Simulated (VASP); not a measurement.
A run of VASP 6.6.1 is set up as follows.

The input INCAR:

```
SYSTEM = PbF2
PREC = Accurate
ENCUT = 520
EDIFF = 1E-6
ISMEAR = 0
SIGMA = 0.05
LREAL = .FALSE.
LASPH = .TRUE.
NELM = 100
ALGO = Normal
ISIF = 2
LWAVE = .FALSE.
LCHARG = .TRUE.
GGA = PE
LELF = .TRUE.
LVHAR = .TRUE.
NBANDS = 21
```

Contents of KPOINTS:

```
regular mesh
0
G
  10 10 10
  0 0 0
```

POSCAR

```
PbF2
1.0
    0.0000000000      2.9802272209      2.9802272209
    2.9802272209      0.0000000000      2.9802272209
    2.9802272209      2.9802272209      0.0000000000
Pb F
1 2
Direct
    0.0000000000      0.0000000000      0.0000000000
    0.2500000000      0.2500000000      0.2500000000
    0.7500000000      0.7500000000      0.7500000000
```

Potentials or basis: VASP PAW PBE potentials, release 64 (Pb_d, F).

The run is started by

```sh
$ cat potpaw_PBE.64/Pb_d/POTCAR potpaw_PBE.64/F/POTCAR > POTCAR
$ mpirun -np 1 vasp_std > vasp.out
```

Question: Predict the band gap on the k mesh.

Answer: 4.43 eV (least direct gap 4.56 eV).

Question: Predict the pressure.

Answer: 1.2 GPa.

Caveat: spin-orbit coupling is left out, which moves the levels of the heavy elements. A k mesh can miss the band edges.
